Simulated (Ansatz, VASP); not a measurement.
## One calculation of Nb, two programs

File INCAR:

```
SYSTEM = Nb
PREC = Accurate
ENCUT = 520
EDIFF = 1E-7
ISMEAR = 0
SIGMA = 0.15
LREAL = .FALSE.
LASPH = .TRUE.
NELM = 80
ALGO = Fast
ISIF = 2
LWAVE = .FALSE.
LCHARG = .FALSE.
GGA = PS
NBANDS = 12
```

File KPOINTS:

```
regular mesh
0
G
  20 20 20
  0 0 0
```

The input POSCAR:

```
Nb
1.0
    0.0000000000      2.1996000000      2.2842000000
    2.1996000000      0.0000000000      2.2842000000
    2.1996000000      2.1996000000      0.0000000000
Nb
1
Direct
    0.0000000000      0.0000000000      0.0000000000
```

Input for Ansatz:

```yaml
crystal:
  lattice:
    - [0.0, 2.1996, 2.2842]
    - [2.1996, 0.0, 2.2842]
    - [2.1996, 2.1996, 0.0]
  atoms:
    - { symbol: Nb, position: [0.0, 0.0, 0.0] }
basis:
  ecutwfc: 420
kpoints:
  mp_grid: { grid: [20, 20, 20] }
hamiltonian:
  xc: pbesol
scf:
  occupations: { method: gaussian, width: 0.15 }
output:
  forces: true
  stress: true
  eigenvalues: true
```

Change from the starting cell: strain +0.040 along x and y, +0.080 along z, atoms carried along.

Alike in both runs: task single point; functional PBEsol; k mesh 20 × 20 × 20; occupations gaussian, width 0.15 eV; no spin polarisation.

```csv
,VASP,Ansatz
version,VASP 6.6.1,Ansatz 0.2.0
potentials or method,"VASP PAW PBE potentials, release 64 (Nb_sv), cutoff 520 eV","scalar-relativistic, plane waves, PAW"
valence electrons in the cell,13,13
```

Ansatz gave:

* gap on the k mesh at the Fermi level (eV): none
* pressure (GPa): -24.0
* traceless stress, the component that is largest in VASP (GPa): 3.51

Estimate VASP's values.

gap on the k mesh at the Fermi level (eV): none; pressure (GPa): -24.2; traceless stress, the component that is largest in VASP (GPa): 3.48.

VASP's potentials were made for PBE, not for PBEsol. A gap of «none» marks a metal or a gap that the smearing closes.
